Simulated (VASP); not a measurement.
Here is a VASP 6.6.1 calculation.

File INCAR:

```
PREC     = Accurate       # precision mode
ENCUT    = 520            # plane-wave cutoff, eV
EDIFF    = 1E-6           # SCF threshold, eV
ISMEAR   = -1             # smearing method
SIGMA    = 0.1            # smearing width, eV
LREAL    = False          # projectors in reciprocal space
LASPH    = True           # aspherical terms in the spheres
NELM     = 100            # most SCF steps
ALGO     = Normal         # electronic algorithm
ISIF     = 2              # what is computed and relaxed
LWAVE    = False          # write WAVECAR
LCHARG   = True           # write CHGCAR
GGA      = PE             # functional
LELF     = True           # ELF
LVHAR    = True         
NBANDS   = 14             # bands
```

Contents of KPOINTS:

```
Automatic mesh
0
Gamma
  11 11 15
```

POSCAR

```
P
1.0
    3.4587981060      0.0000000000      0.0000000000
   -1.7293990530      2.9954070263      0.0000000000
    0.0000000000      0.0000000000      2.0819204003
P
3
Direct
    0.0000000000      0.0000000000      0.0000000000
    0.3333333333      0.6666666667      0.5000000000
    0.6666666667      0.3333333333      0.5000000000
```

Potentials or basis: VASP PAW PBE potentials, release 64 (P).

Command:

```console
$ cat potpaw_PBE.64/P/POTCAR > POTCAR
$ mpirun -np 1 vasp_std > vasp.out
```

(1) Estimate the pressure.

(2) Estimate the band gap on the k mesh.

Answers

(1) 265.5 GPa.

(2) zero (an odd number of electrons rules out a gap without spin polarisation).

Caveat: the cell stands under pressure.
